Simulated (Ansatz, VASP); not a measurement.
**Two plane-wave programs on GeB4P**

```
Ge B P
1.0
     0.00000    3.15840    3.15840
     3.15840    0.00000    3.15840
     3.15840    3.15840    0.00000
Ge B P
1 4 1
Direct
  0.00000 0.00000 0.00000
  0.95185 0.34938 0.34938
  0.34938 0.34938 0.34938
  0.34938 0.95185 0.34938
  0.34938 0.34938 0.95185
  0.75000 0.75000 0.75000
```

Change from the starting cell: species swapped into the YErAl4 type (F-43m, No. 216).

Alike in both runs: functional PBE; k mesh 4 × 4 × 4; occupations gaussian, width 0.1 eV; no spin polarisation.

Ansatz relaxed the structure, and its values are those at the end. VASP's run is a single point on that final structure, the one shown.

```csv
,VASP,Ansatz
version,VASP 6.6.1,Ansatz 0.2.0
potentials or method,"VASP PAW PBE potentials, release 64 (Ge_d, B, P), cutoff 520 eV","scalar-relativistic, plane waves, PAW"
valence electrons in the cell,31,31
```

|  | VASP | Ansatz | Ansatz less VASP |
| --- | --- | --- | --- |
| gap on the k mesh at the Fermi level (eV) | none | none | - |
| pressure (GPa) | -0.3 | -0.3 | -0.05 |
| rms of the force components (eV/Å) | 0.000 | 0.007 | +0.0071 |

A gap of «none» marks a metal or a gap that the smearing closes.

The k mesh is coarse, so the values compare programs but aren't converged.
